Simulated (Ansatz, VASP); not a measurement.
TaMnN2: VASP beside Ansatz

INCAR

```
SYSTEM = TaMnN2
  PREC = Accurate
  ENCUT = 520
  EDIFF = 1E-6
  ISMEAR = 0
  SIGMA = 0.1
  LREAL = .False.
  LASPH = .True.
  NELM = 150
  ALGO = Normal
  ISIF = 2
  LWAVE = .False.
  LCHARG = .False.
  ISPIN = 2
  MAGMOM = 0 4 0 0
  LORBIT = 11
  LMAXMIX = 4
  GGA = PE
  NBANDS = 29
```

KPOINTS

```
regular mesh
0
Gamma
  6 6 4
  0 0 0
```

File POSCAR:

```
TaMnN2
1.0
    3.3073259700      0.0000000000      0.0000000000
    0.0000000000      3.3073259700      0.0000000000
    0.0000000000      0.0000000000      4.7833304200
Ta Mn N
1 1 2
Direct
    0.0000000000      0.0000000000      0.5000000000
    0.5000000000      0.5000000000      0.0000000000
    0.5000000000      0.0000000000      0.2764209500
    0.0000000000      0.5000000000      0.7235790500
```

Input for Ansatz:

```yaml
crystal:
  lattice:
    - [3.30732597, 0.0, 0.0]
    - [0.0, 3.30732597, 0.0]
    - [0.0, 0.0, 4.78333042]
  atoms:
    - { symbol: Ta, position: [0.0, 0.0, 0.5] }
    - { symbol: Mn, position: [0.5, 0.5, 0.0], spin: 4.0 }
    - { symbol: "N", position: [0.5, 0.0, 0.27642095] }
    - { symbol: "N", position: [0.0, 0.5, 0.72357905] }
basis:
  ecutwfc: 420
kpoints:
  mp_grid: { grid: [6, 6, 4] }
hamiltonian:
  xc: pbe
scf:
  occupations: { method: gaussian, width: 0.1 }
  lower_state_search: "off"
output:
  forces: true
  stress: true
  eigenvalues: true
  populations: true
magnetization:
  spin_polarized: true
```

Change from the starting cell: species swapped into the ZnCdS2 type (P-4m2, No. 115).

Alike in both runs: task single point; functional PBE; k mesh 6 × 6 × 4; occupations gaussian, width 0.1 eV; collinear spin.

|  | VASP | Ansatz |
| --- | --- | --- |
| version | VASP 6.6.1 | Ansatz 0.2.0 |
| potentials or method | VASP PAW PBE potentials, release 64 (Ta_pv, Mn_pv, N), cutoff 520 eV | scalar-relativistic, plane waves, PAW |
| valence electrons in the cell | 34 | 38 |

Ansatz gave:

| Quantity | Value |
| --- | --- |
| gap on the k mesh at the Fermi level (eV) | none |
| pressure (GPa) | 1.5 |
| traceless stress, the component that is largest in VASP (GPa) | -2.65 |
| rms of the force components (eV/Å) | 0.418 |
| net moment per atom (μB) | 0.99 |
| size of the moment on the site where the two differ most (μB) | 3.45 |

Which values does VASP return?

gap on the k mesh at the Fermi level (eV): none; pressure (GPa): 2.2; traceless stress, the component that is largest in VASP (GPa): -2.64; rms of the force components (eV/Å): 0.437; net moment per atom (μB): 0.99; size of the moment on the site where the two differ most (μB): 3.78.

Site moments also hang on the region over which each program counts them. Atom by atom the forces differ by 0.019 eV/Å (rms over components). A gap of «none» marks a metal or a gap that the smearing closes. With one functional, cell and mesh, what is left measures potentials, basis and numerics. VASP's potentials hold 34 valence electrons a cell and Ansatz's 38, so a difference there can come from the potentials and not from the codes.

Neither program's run includes spin-orbit coupling.
